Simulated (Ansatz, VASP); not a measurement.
# Al2Cu: VASP beside Ansatz

Contents of INCAR:

```
ALGO     = Fast           # electronic algorithm
EDIFF    = 1E-6           # SCF threshold, eV
EDIFFG   = -0.01          # ionic threshold
ENCUT    = 600            # plane-wave cutoff, eV
GGA      = PS             # functional
IBRION   = 2              # ionic algorithm
ISIF     = 3              # what is computed and relaxed
ISMEAR   = 0              # smearing method
LASPH    = True           # aspherical terms in the spheres
LCHARG   = False          # write CHGCAR
LREAL    = False          # projectors in reciprocal space
LWAVE    = False          # write WAVECAR
NELM     = 80             # most SCF steps
NSW      = 100            # ionic steps
PREC     = Accurate       # precision mode
SIGMA    = 0.15           # smearing width, eV
```

Contents of KPOINTS:

```
k-points
0
Gamma
  8 8 12
```

File POSCAR:

```
Al2Cu
1.0
    3.8232542172      0.0301594247      0.0016803778
    0.0301594247      4.1391860999     -0.0338274195
    0.0011711109     -0.0235754479      2.7801285641
Al Cu
2 1
Direct
    0.4932618170     -0.0010842633      0.4716651083
    0.0205230227      0.5014872955      0.5206149850
   -0.0137848396     -0.0004030323      0.0077199067
```

Input for Ansatz:

```yaml
crystal:
  lattice:
    - [3.8232542172, 0.0301594247, 0.0016803778]
    - [0.0301594247, 4.1391860999, -0.0338274195]
    - [0.0011711109, -0.0235754479, 2.7801285641]
  atoms:
    - { symbol: Al, position: [0.493261817, -0.0010842633, 0.4716651083] }
    - { symbol: Al, position: [0.0205230227, 0.5014872955, 0.520614985] }
    - { symbol: Cu, position: [-0.0137848396, -0.0004030323, 0.0077199067] }
basis:
  ecutwfc: 420
kpoints:
  mp_grid: { grid: [8, 8, 12] }
hamiltonian:
  xc: pbesol
scf:
  occupations: { method: gaussian, width: 0.15 }
output:
  forces: true
  stress: true
  eigenvalues: true
  write_density: true
  write_potential: true
  elf: true
  volumetric_format: npy
relax:
  adjacent_minimum: "off"
  f_tol: 0.01
  max_steps: 80
  cell: { stress_tol: 0.1 }
```

Change from the starting cell: all atoms moved at random, sigma 0.05 Å a component, cell strained at random, sigma 0.06; relaxed back.

Alike in both runs: task relaxation of cell and atoms; functional PBEsol; k mesh 8 × 8 × 12; occupations gaussian, width 0.15 eV; no spin polarisation.

|  | VASP | Ansatz |
| --- | --- | --- |
| version | VASP 6.6.1 | Ansatz 0.2.0 |
| potentials or method | VASP PAW PBE potentials, release 64 (Al, Cu), cutoff 600 eV | scalar-relativistic, plane waves, PAW |
| valence electrons in the cell | 17 | 25 |

VASP gave:

| Property | Result |
| --- | --- |
| gap on the k mesh at the Fermi level, each at its own relaxed structure (eV) | none |
| relaxed volume (Å³/atom) | 15.89 |
| relaxed length of the cell vector where the two differ most in proportion (Å) | 4.097 |

Q: What did Ansatz give for the same quantities?

A: gap on the k mesh at the Fermi level, each at its own relaxed structure (eV): none; relaxed volume (Å³/atom): 15.85; relaxed length of the cell vector where the two differ most in proportion (Å): 4.093.

VASP's potentials were made for PBE, not for PBEsol. A gap of «none» marks a metal or a gap that the smearing closes. VASP's potentials hold 17 valence electrons a cell and Ansatz's 25, so a difference there can come from the potentials and not from the codes.
